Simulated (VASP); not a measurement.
# WS2 in VASP: a series of runs

WS2 is run at these levels: PBEsol; tasks: single point.

All numbers are computed with VASP 6.6.1; they aren't measurements. Logs are shortened: lines on timing, memory, paths and dates and some standing lists are left out, and cuts for length are marked.

**1. The cell of the first run**

The cell holds a slab with vacuum, 9 atoms: a = 3.146 Å, b = 3.146 Å, c = 28.351 Å, α = 90.00°, β = 90.00°, γ = 120.00°.

**2. Single point, PBEsol**

INCAR reads:

```
SYSTEM = WS2
  PREC = Accurate
  ENCUT = 520
  EDIFF = 1E-6
  ISMEAR = 0
  SIGMA = 0.02
  LREAL = .False.
  LASPH = .True.
  NELM = 80
  ALGO = Normal
  ISIF = 2
  LWAVE = .False.
  LCHARG = .False.
  GGA = PS
  NBANDS = 49
```

KPOINTS reads:

```
regular mesh
0
Gamma
  12 12 1
  0 0 0
```

POSCAR reads:

```
WS2
1.0
    3.1459399910      0.0000000000      0.0000000000
   -1.5729699955      2.7244639510      0.0000000000
    0.0000000000      0.0000000000     28.3508022257
W S
3 6
Direct
    0.6666666667      0.3333333333      0.6597120996
    0.3333333333      0.6666666667      0.8836408736
    0.3333333333      0.6666666667      0.4358250161
    0.6666666667      0.3333333333      0.9388976520
    0.6666666667      0.3333333333      0.4911237062
    0.3333333333      0.6666666667      0.7150064727
    0.6666666667      0.3333333333      0.8283423722
    0.6666666667      0.3333333333      0.3805680658
    0.3333333333      0.6666666667      0.6044177318
```

Potentials or basis: VASP PAW PBE potentials, release 64 (W_sv, S).

Started as:

```bash
cat potpaw_PBE.64/W_sv/POTCAR potpaw_PBE.64/S/POTCAR > POTCAR
mpirun -np 1 vasp_std > vasp.out
```

OUTCAR:

```text
SYSTEM = WS2
   PREC = Accurate
   ENCUT = 520
   EDIFF = 1E-6
   ISMEAR = 0
   LREAL = .False.
   LASPH = .True.
   NELM = 80
   ISIF = 2
   GGA = PS

 ion  position               nearest neighbor table
   1  0.667  0.333  0.660-   9 2.40   9 2.40   9 2.40   6 2.40   6 2.40   6 2.40
   2  0.333  0.667  0.884-   4 2.40   4 2.40   4 2.40   7 2.40   7 2.40   7 2.40
   3  0.333  0.667  0.436-   8 2.40   8 2.40   8 2.40   5 2.40   5 2.40   5 2.40
   4  0.667  0.333  0.939-   2 2.40   2 2.40   2 2.40
   5  0.667  0.333  0.491-   3 2.40   3 2.40   3 2.40
   6  0.333  0.667  0.715-   1 2.40   1 2.40   1 2.40
   7  0.667  0.333  0.828-   2 2.40   2 2.40   2 2.40
   8  0.667  0.333  0.381-   3 2.40   3 2.40   3 2.40
   9  0.333  0.667  0.604-   1 2.40   1 2.40   1 2.40

  LATTYP: Found a hexagonal cell.
 ALAT       =     3.1459399910
 C/A-ratio  =     9.0118699997

  Lattice vectors:

 A1 = (   3.1459399910,   0.0000000000,   0.0000000000)
 A2 = (  -1.5729699955,   2.7244639510,   0.0000000000)
 A3 = (   0.0000000000,   0.0000000000,  28.3508022257)

Analysis of symmetry for initial positions (statically):
=====================================================================
 Subroutine PRICEL returns:
 Original cell was already a primitive cell.

 Routine SETGRP: Setting up the symmetry group for a
 hexagonal supercell.

 Subroutine GETGRP returns: Found  6 space group operations
 (whereof  6 operations were pure point group operations)
 out of a pool of 24 trial point group operations.

The static configuration has the point symmetry C_3v.

Analysis of symmetry for dynamics (positions and initial velocities):
=====================================================================
 Subroutine PRICEL returns:
 Original cell was already a primitive cell.

 Routine SETGRP: Setting up the symmetry group for a
 hexagonal supercell.

 Subroutine GETGRP returns: Found  6 space group operations
 (whereof  6 operations were pure point group operations)
 out of a pool of 24 trial point group operations.

The dynamic configuration has the point symmetry C_3v.

 Subroutine INISYM returns: Found  6 space group operations
 (whereof  6 operations are pure point group operations),
 and found     1 'primitive' translations

----------------------------------------------------------------------------------------

                                     Primitive cell
[... 98 lines left out ...]
   NELM   =     80;   NELMIN=  2; NELMDL= -5     # of ELM steps
   EDIFF  = 0.1E-05   stopping-criterion for ELM
   LREAL  =      F    real-space projection
[... 7 lines left out ...]
   TEBEG  =    0.0;   TEEND  =   0.0 temperature during run
   PSTRESS=    0.0 pullay stress
   NELECT =      78.0000    total number of electrons
   NUPDOWN=      -1.0000    fix difference up-down
   EMIN   =  10.00;   EMAX   =-10.00  energy-range for DOS
   EFERMI =   0.00;   METHOD = LEGACY
   ISMEAR =     0;   SIGMA  =   0.02  broadening in eV -4-tet -1-fermi 0-gaus
   EFERMI_NEDOS =   21; number of points for ismear=-14 and -15
   IALGO  =     38    algorithm
   IMIX   =      4    mixing-type and parameters
     AMIX     =   0.40;   BMIX     =  1.00
     AMIX_MAG =   1.60;   BMIX_MAG =  1.00
  volume/ion in A,a.u.               =      27.00       182.20
  Fermi-wavevector in a.u.,A,eV,Ry     =   1.120919  2.118229 17.095156  1.256459
  Thomas-Fermi vector in A             =   2.257568
   LORBIT       =      0    0 simple, 1 ext, 2 COOP (PROOUT), +10 PAW based schemes
   GGA     = PS    functional components
   LHFCALC =     F    Hartree Fock is set to
   AEXX    =    0.0000 exact exchange contribution
   IVDW    =     0    specifies the selected vdW correction
   LEPSILON=     F    determine dielectric tensor
   LRPA    =     F    only Hartree local field effects (RPA)
 non-spin polarized calculation
 Gauss-broadening in eV      SIGMA  =   0.02
  energy-cutoff  :      520.00
  volume of cell :      242.99
 maximum number of plane-waves:      6578
 NGX is ok and might be reduce to    24
   NGX = 11   NGY = 11   NGZ =105

 number of electron      77.9999991 magnetization

 Free energy of the ion-electron system (eV)
  ---------------------------------------------------
  ext. energy  EPLUGINS =         0.00000000
  ---------------------------------------------------
  free energy    TOTEN  =       -75.80138728 eV

  energy without entropy =      -75.80138728  energy(sigma->0) =      -75.80138728

 E-fermi :   3.1178     XC(G=0):  -7.6536

 val. band max:        2.8623080128   @ k =   0.0000   0.0000   0.0000
 cond. band min:       4.2045983186   @ k =   0.1667   0.1667   0.0000
 fundamental gap:      1.3422903058
 Fermi energy:         3.1178274647

 k-point     1 :       0.0000    0.0000    0.0000
  band No.  band energies     occupation
      1     -71.4423      2.00000
      2     -71.4407      2.00000
      3     -71.4406      2.00000
      4     -35.7205      2.00000
      5     -35.7190      2.00000
      6     -35.7189      2.00000
[... 977 lines left out ...]
     48       6.6086      0.00000
     49       8.1097      0.00000

------------------------ aborting loop because EDIFF is reached ----------------------------------------

  FORCE on cell =-STRESS in cart. coord.  units (eV):
  Direction    XX          YY          ZZ          XY          YZ          ZX
  --------------------------------------------------------------------------------------
  -------------------------------------------------------------------------------------
  Total        0.1195708      0.1195708      0.1354034      0.0000000      0.0000000      0.0000000
  in kB        0.7883862      0.7883862      0.8927775      0.0000000      0.0000000      0.0000000
  external PRESSURE =       0.8231833 kB  Pullay stress =       0.0000000 kB

 VOLUME and BASIS-vectors are now :
 -----------------------------------------------------------------------------
  energy-cutoff  :      520.00
  volume of cell :      242.99
      direct lattice vectors                 reciprocal lattice vectors
     3.145939991  0.000000000  0.000000000     0.317870018  0.183522340  0.000000000
    -1.572969996  2.724463951  0.000000000     0.000000000  0.367044680  0.000000000
     0.000000000  0.000000000 28.350802226     0.000000000  0.000000000  0.035272370

 POSITION                                       TOTAL-FORCE (eV/Angst)
 -----------------------------------------------------------------------------------
      1.57297      0.90815     18.70337        -0.000000      0.000000      0.000080
     -0.00000      1.81631     25.05193         0.000000     -0.000000      0.000602
     -0.00000      1.81631     12.35599         0.000000     -0.000000     -0.000679
      1.57297      0.90815     26.61850        -0.000000     -0.000000      0.023060
      1.57297      0.90815     13.92375        -0.000000      0.000000      0.022052
     -0.00000      1.81631     20.27101        -0.000000     -0.000000      0.021775
      1.57297      0.90815     23.48417         0.000000      0.000000     -0.022282
      1.57297      0.90815     10.78941         0.000000      0.000000     -0.022950
     -0.00000      1.81631     17.13573        -0.000000      0.000000     -0.021658
 -----------------------------------------------------------------------------------
    total drift:                                0.000000     -0.000000     -0.000001

  FREE ENERGIE OF THE ION-ELECTRON SYSTEM (eV)
  ---------------------------------------------------
  free  energy   TOTEN  =       -75.8013872828 eV

  energy  without entropy=      -75.8013872828  energy(sigma->0) =      -75.80138728
```

stdout:

```text
POSCAR found type information on POSCAR W S
 POSCAR found :  2 types and       9 ions
 scaLAPACK will be used
 -----------------------------------------------------------------------------
|                                                                             |
|                                                                             |
|     You enforced a specific xc type in the INCAR file but a different       |
|     I HOPE YOU KNOW WHAT YOU ARE DOING!                                     |
|                                                                             |
 -----------------------------------------------------------------------------

 LDA part: xc-table for (Slater+PW92), standard interpolation
 POSCAR, INCAR and KPOINTS ok, starting setup
 FFT: planning ... GRIDC
 FFT: planning ... GRID_SOFT
 FFT: planning ... GRID
 WAVECAR not read
 entering main loop
```

Wall time 2.9 min (1 thread of Intel Xeon 6975P-C (Granite Rapids), shared host); peak memory 0.43 GiB.

Results:

```yaml
Free_energy: -75.8014 eV
Largest_force: 0.023 eV/Å
Band_gap_on_the_k_mesh: 1.34 eV (least direct gap 1.89 eV)
```

Forces in eV/Å, atoms in the order of the input:
```
W    0.000  0.000  0.000
W    0.000  0.000  0.001
W    0.000  0.000 -0.001
S    0.000  0.000  0.023
S    0.000  0.000  0.022
S    0.000  0.000  0.022
S    0.000  0.000 -0.022
S    0.000  0.000 -0.023
S    0.000  0.000 -0.022
```

Caveat: the PAW data sets were made with another functional, which shifts forces and pressure a little; spin-orbit coupling is left out, which moves the levels of the heavy elements.

**3. Single point, PBEsol (biaxial strain in the a-b plane: +1.5 %)**

INCAR reads:

```
PREC     = Accurate       # precision mode
ENCUT    = 520            # plane-wave cutoff, eV
EDIFF    = 1E-6           # SCF threshold, eV
ISMEAR   = 0              # smearing method
SIGMA    = 0.02           # smearing width, eV
LREAL    = F              # projectors in reciprocal space
LASPH    = T              # aspherical terms in the spheres
NELM     = 100            # most SCF steps
ALGO     = Normal         # electronic algorithm
ISIF     = 2              # what is computed and relaxed
LWAVE    = F              # write WAVECAR
LCHARG   = T              # write CHGCAR
GGA      = PS             # functional
LELF     = T              # ELF
LVHAR    = T            
NBANDS   = 49             # bands
```

KPOINTS reads:

```
Automatic mesh
0
Gamma
  12 12 1
```

POSCAR, as its differences from that of step 2:

```diff
@@ -2,5 +2,5 @@
 1.0
-    3.1459399910      0.0000000000      0.0000000000
-   -1.5729699955      2.7244639510      0.0000000000
-    0.0000000000      0.0000000000     28.3508022257
+    3.1931290909      0.0000000000      0.0000000000
+   -1.5965645454      2.7653309103      0.0000000000
+    0.0000000000      0.0000000000     28.0956450056
 W S
```

Potentials or basis: VASP PAW PBE potentials, release 64 (W_sv, S).

Started as:

```bash
cat potpaw_PBE.64/W_sv/POTCAR potpaw_PBE.64/S/POTCAR > POTCAR
mpirun -np 1 vasp_std > vasp.out
```

Run time: 2.9 min. Hardware: 1 thread of Intel Xeon 6975P-C (Granite Rapids), shared host; peak memory 0.43 GiB.

It converged, with:

| Property | Result |
| --- | --- |
| Free energy | -75.7395 eV |
| Largest force | 0.039 eV/Å |
| Band gap on the k mesh | 1.18 eV (least direct gap 1.69 eV) |

Forces on the atoms (eV/Å):
```
W    0.000  0.000  0.000
W    0.000  0.000  0.002
W    0.000  0.000 -0.002
S    0.000  0.000 -0.035
S    0.000  0.000 -0.039
S    0.000  0.000 -0.039
S    0.000  0.000  0.038
S    0.000  0.000  0.035
S    0.000  0.000  0.039
```

Levels at points of the mesh, in eV from the valence-band top:
```tsv
k point	band 37	band 38	band 39	band 40	band 41	band 42
(0.00, 0.00, 0.00)	-0.77	-0.32	0.00	2.31	2.31	2.32
(0.50, 0.00, 0.00)	-1.54	-1.47	-1.43	2.23	2.24	2.25
```

Caveat: the cell differs from its parent crystal (biaxial strain in the a-b plane: +1.5 %); the PAW data sets were made with another functional, which shifts forces and pressure a little; spin-orbit coupling is left out, which moves the levels of the heavy elements.

**4. Single point, PBEsol (biaxial strain in the a-b plane: +1.5 %, then relaxed in part)**

INCAR reads:

```
ALGO = Normal
EDIFF = 1E-6
ENCUT = 520
GGA = PS
ISIF = 2
ISMEAR = 0
LASPH = True
LCHARG = True
LELF = True
LREAL = False
LVHAR = True
LWAVE = False
NBANDS = 49
NELM = 100
PREC = Accurate
SIGMA = 0.02
```

KPOINTS reads:

```
k-points
0
Gamma
  12 12 1
```

POSCAR reads:

```
WS2
1.0
    3.1931290909      0.0000000000      0.0000000000
   -1.5965645454      2.7653309103      0.0000000000
    0.0000000000      0.0000000000     28.1232426790
W S
3 6
Direct
    0.6666666667      0.3333333333      0.6597254118
    0.3333333333      0.6666666667      0.8840430837
    0.3333333333      0.6666666667      0.4354095038
    0.6666666667      0.3333333333      0.9391460537
    0.6666666667      0.3333333333      0.4905533993
    0.3333333333      0.6666666667      0.7148631995
    0.6666666667      0.3333333333      0.8288991773
    0.6666666667      0.3333333333      0.3803065262
    0.3333333333      0.6666666667      0.6045876348
```

Started as:

```bash
cat potpaw_PBE.64/W_sv/POTCAR potpaw_PBE.64/S/POTCAR > POTCAR
mpirun -np 1 vasp_std > vasp.out
```

Wall time 2.8 min (1 thread of Intel Xeon 6975P-C (Granite Rapids), shared host); peak memory 0.43 GiB.

Results (log left out):

| Item | Value |
| --- | --- |
| Free energy | -75.7398 eV |
| Largest force | 0.022 eV/Å |
| Band gap on the k mesh | 1.16 eV (least direct gap 1.68 eV) |

Forces on the atoms (eV/Å):
```
W    0.000  0.000  0.000
W    0.000  0.000  0.001
W    0.000  0.000 -0.001
S    0.000  0.000  0.022
S    0.000  0.000  0.020
S    0.000  0.000  0.021
S    0.000  0.000 -0.020
S    0.000  0.000 -0.022
S    0.000  0.000 -0.021
```

Levels at points of the mesh, in eV from the valence-band top:
| k point | band 37 | band 38 | band 39 | band 40 | band 41 | band 42 |
| --- | --- | --- | --- | --- | --- | --- |
| (0.00, 0.00, 0.00) | -0.75 | -0.32 | 0.00 | 2.31 | 2.31 | 2.32 |
| (0.50, 0.00, 0.00) | -1.54 | -1.47 | -1.43 | 2.23 | 2.24 | 2.25 |

Caveat: the cell differs from its parent crystal (biaxial strain in the a-b plane: +1.5 %, then relaxed in part); the PAW data sets were made with another functional, which shifts forces and pressure a little; spin-orbit coupling is left out, which moves the levels of the heavy elements.

**5. Summary**

```csv
cell,gap on the mesh (eV),largest force (eV/Å)
"a = 3.146, b = 3.146, c = 28.351 Å, angles 90.0, 90.0, 120.0°, 9 atoms, atomic positions A",1.34,0.02
"a = 3.193, b = 3.193, c = 28.096 Å, angles 90.0, 90.0, 120.0°, 9 atoms, atomic positions A",1.18,0.04
"a = 3.193, b = 3.193, c = 28.123 Å, angles 90.0, 90.0, 120.0°, 9 atoms, atomic positions B",1.16,0.02
```

Alike in all rows: task single point; level PBEsol; potentials or basis VASP PAW PBE potentials, release 64 (W_sv, S); no spin polarisation; k mesh 12 × 12 × 1; cutoff (eV) 520; smearing gaussian 0.02 eV.

Caveats: the PAW data sets were made with another functional, which shifts forces and pressure a little; spin-orbit coupling is left out, which moves the levels of the heavy elements.

Absolute energies hang on the potentials; compare differences alone.
